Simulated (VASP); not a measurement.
RbTi (CsCl type), 2 atoms in the cell. The structure is cubic, space group Pm-3m (No. 221). The conventional cell has a = 4.059 Å, b = 4.059 Å, c = 4.059 Å, α = 90.00°, β = 90.00°, γ = 90.00°. Within 4.6 Å of Rb (site symmetry m-3m) lie 8 Ti at 3.52 Å and 6 Rb at 4.06 Å. Within 4.6 Å of Ti (site symmetry m-3m) lie 8 Rb at 3.52 Å and 6 Ti at 4.06 Å. 

| Property | Result |
| --- | --- |
| Program | VASP 6.6.1 |
| Task | single point |
| Functional | PBEsol |
| Potentials or basis | VASP PAW PBE potentials, release 64 (Rb_sv, Ti_sv) |
| Cutoff | 520 eV |
| k mesh | 10 × 10 × 10, shifted |
| Occupations | fermi-dirac, width 0.03 eV |
| Spin | no spin polarisation |
| Dipole correction | no |
| Further INCAR settings | ALGO = Normal; EDIFF = 1e-07; NBANDS = 18 |

Potentials or basis: VASP PAW PBE potentials, release 64 (Rb_sv, Ti_sv).

Launch:

```sh
$ cat potpaw_PBE.64/Rb_sv/POTCAR potpaw_PBE.64/Ti_sv/POTCAR > POTCAR
$ mpirun -np 1 vasp_std > vasp.out
```

Hardware: 1 thread of Intel(R) Xeon(R) Platinum 8559C (Emerald Rapids) (shared host).

Problem. Estimate the wall time of this run.

Solution. It took 24 s on 1 thread of Intel(R) Xeon(R) Platinum 8559C (Emerald Rapids), on a shared host, peak memory 0.19 GiB. Counts: scf iterations 15, k points 35.
